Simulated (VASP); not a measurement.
# BN (Qingsongite) (F-43m) in VASP: further runs, part 2 of 2

VASP 6.6.1. Earlier steps stand in the parts before.

## 5. Single point, PBE

INCAR reads:

```
  PREC = Accurate
  ENCUT = 520
  EDIFF = 1E-6
  ISMEAR = 0
  SIGMA = 0.01
  LREAL = F
  LASPH = T
  NELM = 60
  ALGO = Normal
  ISIF = 2
  LWAVE = F
  LCHARG = T
  GGA = PE
  LELF = T
  LVHAR = T
  NBANDS = 11
```

KPOINTS reads:

```
regular mesh
0
Gamma
  10 10 10
```

POSCAR reads:

```
BN
1.0
    0.0000000000      1.8048245542      1.8048245542
    1.8048245542      0.0000000000      1.8048245542
    1.8048245542      1.8048245542      0.0000000000
B N
1 1
Direct
    0.0000000000      0.0000000000      0.0000000000
    0.2500000000      0.2500000000      0.2500000000
```

Potentials or basis: VASP PAW PBE potentials, release 64 (B, N).

Launch:

```sh
$ cat potpaw_PBE.64/B/POTCAR potpaw_PBE.64/N/POTCAR > POTCAR
$ mpirun -np 1 vasp_std > vasp.out
```

OUTCAR:

```text
PREC = Accurate
   ENCUT = 520
   EDIFF = 1E-6
   ISMEAR = 0
   LREAL = F
   LASPH = T
   NELM = 60
   ISIF = 2
   GGA = PE

 ion  position               nearest neighbor table
   1  0.000  0.000  0.000-   2 1.56   2 1.56   2 1.56   2 1.56
   2  0.250  0.250  0.250-   1 1.56   1 1.56   1 1.56   1 1.56

  LATTYP: Found a face centered cubic cell.
 ALAT       =     3.6096491084

  Lattice vectors:

 A1 = (   0.0000000000,   1.8048245542,   1.8048245542)
 A2 = (   1.8048245542,   0.0000000000,   1.8048245542)
 A3 = (   1.8048245542,   1.8048245542,   0.0000000000)

Analysis of symmetry for initial positions (statically):
=====================================================================
 Subroutine PRICEL returns:
 Original cell was already a primitive cell.

 Routine SETGRP: Setting up the symmetry group for a
 face centered cubic supercell.

 Subroutine GETGRP returns: Found 24 space group operations
 (whereof 24 operations were pure point group operations)
 out of a pool of 48 trial point group operations.

The static configuration has the point symmetry T_d .

Analysis of symmetry for dynamics (positions and initial velocities):
=====================================================================
 Subroutine PRICEL returns:
 Original cell was already a primitive cell.

 Routine SETGRP: Setting up the symmetry group for a
 face centered cubic supercell.

 Subroutine GETGRP returns: Found 24 space group operations
 (whereof 24 operations were pure point group operations)
 out of a pool of 48 trial point group operations.

The dynamic configuration has the point symmetry T_d .

 Subroutine INISYM returns: Found 24 space group operations
 (whereof 24 operations are pure point group operations),
 and found     1 'primitive' translations

----------------------------------------------------------------------------------------

                                     Primitive cell

  volume of cell :      11.7580
[... 111 lines left out ...]
  Fermi-wavevector in a.u.,A,eV,Ry     =   1.439881  2.720980 28.208365  2.073256
  Thomas-Fermi vector in A             =   2.558687
   LORBIT       =      0    0 simple, 1 ext, 2 COOP (PROOUT), +10 PAW based schemes
   GGA     = PE    functional components
   LHFCALC =     F    Hartree Fock is set to
   AEXX    =    0.0000 exact exchange contribution
   IVDW    =     0    specifies the selected vdW correction
   LEPSILON=     F    determine dielectric tensor
   LRPA    =     F    only Hartree local field effects (RPA)
 non-spin polarized calculation
 Gauss-broadening in eV      SIGMA  =   0.01
  energy-cutoff  :      520.00
  volume of cell :       11.76
 maximum number of plane-waves:       332
   NGX =  9   NGY =  9   NGZ =  9

 number of electron       7.9999999 magnetization

 Free energy of the ion-electron system (eV)
  ---------------------------------------------------
  ext. energy  EPLUGINS =         0.00000000
  ---------------------------------------------------
  free energy    TOTEN  =       -17.44836003 eV

  energy without entropy =      -17.44836003  energy(sigma->0) =      -17.44836003

 E-fermi :   7.6534     XC(G=0): -12.8440

 val. band max:        7.4577383981   @ k =   0.0000   0.0000   0.0000
 cond. band min:      11.9217616515   @ k =   0.5000   0.5000   0.0000
 fundamental gap:      4.4640232535
 Fermi energy:         7.6533623969

 k-point     1 :       0.0000    0.0000    0.0000
  band No.  band energies     occupation
      1     -12.8236      2.00000
      2       7.4577      2.00000
      3       7.4577      2.00000
      4       7.4577      2.00000
      5      16.2988      0.00000
      6      16.2988      0.00000
      7      16.2988      0.00000
      8      17.8795      0.00000
      9      32.2937      0.00000
     10      35.2804      0.00000
     11      35.2804      0.00000
[... 309 lines left out ...]
 k-point    24 :       0.4000    0.3000    0.0000
  band No.  band energies     occupation
      1      -9.0337      2.00000
      2       0.6640      2.00000
      3       2.9271      2.00000
      4       3.3669      2.00000
      5      13.5697      0.00000
      6      18.1245      0.00000
      7      22.9941      0.00000
      8      23.0874      0.00000
      9      27.2323      0.00000
     10      34.6357      0.00000
     11      39.3224      0.00000

 [... further k-points ...]
[... 5 lines left out ...]
  --------------------------------------------------------------------------------------
  -------------------------------------------------------------------------------------
  Total        0.3687235      0.3687235      0.3687235     -0.0000000     -0.0000000     -0.0000000
  in kB       50.2431045     50.2431045     50.2431045     -0.0000000     -0.0000000     -0.0000000
  external PRESSURE =      50.2431045 kB  Pullay stress =       0.0000000 kB

 VOLUME and BASIS-vectors are now :
 -----------------------------------------------------------------------------
  energy-cutoff  :      520.00
  volume of cell :       11.76
      direct lattice vectors                 reciprocal lattice vectors
     0.000000000  1.804824554  1.804824554    -0.277035238  0.277035238  0.277035238
     1.804824554  0.000000000  1.804824554     0.277035238 -0.277035238  0.277035238
     1.804824554  1.804824554  0.000000000     0.277035238  0.277035238 -0.277035238

 POSITION                                       TOTAL-FORCE (eV/Angst)
 -----------------------------------------------------------------------------------
      0.00000      0.00000      0.00000         0.000000      0.000000      0.000000
      0.90241      0.90241      0.90241        -0.000000     -0.000000     -0.000000
 -----------------------------------------------------------------------------------
    total drift:                                0.000000      0.000000      0.000000

  FREE ENERGIE OF THE ION-ELECTRON SYSTEM (eV)
  ---------------------------------------------------
  free  energy   TOTEN  =       -17.4483600340 eV

  energy  without entropy=      -17.4483600340  energy(sigma->0) =      -17.44836003
```

stdout:

```text
POSCAR found type information on POSCAR B N
 POSCAR found :  2 types and       2 ions
 scaLAPACK will be used
 LDA part: xc-table for (Slater+PW92), standard interpolation
 POSCAR, INCAR and KPOINTS ok, starting setup
 FFT: planning ... GRIDC
 FFT: planning ... GRID_SOFT
 FFT: planning ... GRID
 WAVECAR not read
 entering main loop
```

Run time: 6 s. Hardware: 1 thread of Intel Xeon Platinum 8559C (Emerald Rapids), shared host; peak memory 0.11 GiB.

Results:

| Item | Value |
| --- | --- |
| Free energy | -17.4484 eV |
| Pressure | 5.0 GPa |
| Band gap on the k mesh | 4.46 eV, indirect (least direct gap 8.84 eV) |

A k mesh can miss the band edges. A hybrid or GW would open this gap; PBE tends to underestimate it.

## 6. Summary

| level | potentials or basis | k mesh | gap on the mesh (eV) | pressure (GPa) |
| --- | --- | --- | --- | --- |
| PBE | VASP PAW PBE potentials, release 64 (B, N) | 6 × 6 × 6 | 4.46 | 5.1 |
| LDA | VASP PAW LDA potentials, release 64 (B, N) | 6 × 6 × 6 | 4.35 | -8.4 |
| r2SCAN | VASP PAW PBE potentials, release 64 (B, N) | 6 × 6 × 6 | 4.98 | 1.2 |
| PBE | VASP PAW PBE potentials, release 64 (B, N) | 10 × 10 × 10 | 4.46 | 5.0 |

Alike in all rows: task single point; no spin polarisation; cell as given; cutoff (eV) 520; smearing gaussian 0.01 eV.

Caveats: some runs use coarse meshes; the PAW data sets were made with another functional, which shifts forces and pressure a little (some runs).

Total energies depend on the potentials used, so only differences within one code and one set of settings carry meaning.
